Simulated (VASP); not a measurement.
Input of a VASP 6.6.1 run:

The input INCAR:

```
SYSTEM = WSe2
  ALGO = Normal
  DIPOL = 0.5 0.5 0.500
  EDIFF = 1E-6
  ENCUT = 520
  GGA = PE
  IDIPOL = 3
  ISIF = 2
  ISMEAR = 0
  IVDW = 12
  LASPH = .TRUE.
  LCHARG = .FALSE.
  LDIPOL = .TRUE.
  LREAL = .FALSE.
  LWAVE = .FALSE.
  NBANDS = 20
  NELM = 100
  PREC = Accurate
  SIGMA = 0.02
```

KPOINTS

```
k-points
0
G
  9 9 1
  0 0 0
```

POSCAR

```
WSe2
1.0
    3.2850000000      0.0000000000      0.0000000000
   -1.6425000000      2.8448934514      0.0000000000
    0.0000000000      0.0000000000     32.7373831004
Se W
2 1
Direct
    0.3333333333      0.6666666667      0.4512178480
    0.3333333333      0.6666666667      0.5487821520
    0.6666666667      0.3333333333      0.5000000000
```

Potentials or basis: VASP PAW PBE potentials, release 64 (Se, W_sv).

Command:

```console
$ cat potpaw_PBE.64/Se/POTCAR potpaw_PBE.64/W_sv/POTCAR > POTCAR
$ mpirun -np 1 vasp_std > vasp.out
```

What does it give for the dispersion energy per atom?

-0.344 eV.

Predict the largest force.

1.775 eV/Å.

Predict the band gap on the k mesh.

1.48 eV, direct.

Forces on the atoms (eV/Å):
```
Se   0.000  0.000 -1.775
Se   0.000  0.000  1.775
W    0.000  0.000  0.000
```

Caveat: spin-orbit coupling is left out, which moves the levels of the heavy elements.
